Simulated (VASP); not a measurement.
The system is Ca2SeO.

```
CELL_PARAMETERS angstrom
1.88463 1.08809 5.97239
-1.88463 1.08809 5.97239
0.00000 -2.17618 5.97239
ATOMIC_POSITIONS crystal
O 0.00000 0.00000 0.00000
Se 0.50000 0.50000 0.50000
Ca 0.26479 0.26479 0.26479
Ca 0.73521 0.73521 0.73521
```

This cell differs from its parent crystal: uniaxial z strain -5.1%.

Base run:

- Program: VASP 6.6.1
- Functional: PBE
- Potentials or basis: VASP PAW PBE potentials, release 64 (O, Se, Ca_sv)
- Cutoff: 520 eV
- k mesh: 8 × 8 × 8
- Occupations: fermi-dirac, width 0.02 eV
- Spin: no spin polarisation

Its results: band gap on the k mesh 1.76 eV, indirect (least direct gap 2.67 eV); pressure 5.6 GPa.

Q: The run is repeated on the same cell with these changes: functional from PBE to r2SCAN; occupations from fermi-dirac, width 0.02 eV to gaussian, width 0.01 eV. What comes out?

A: Band gap on the k mesh 2.19 eV, indirect (least direct gap 3.12 eV); pressure 4.7 GPa.

Caveats: the PAW data sets were made with another functional, which shifts forces and pressure a little (some runs).

A k mesh can miss the band edges.
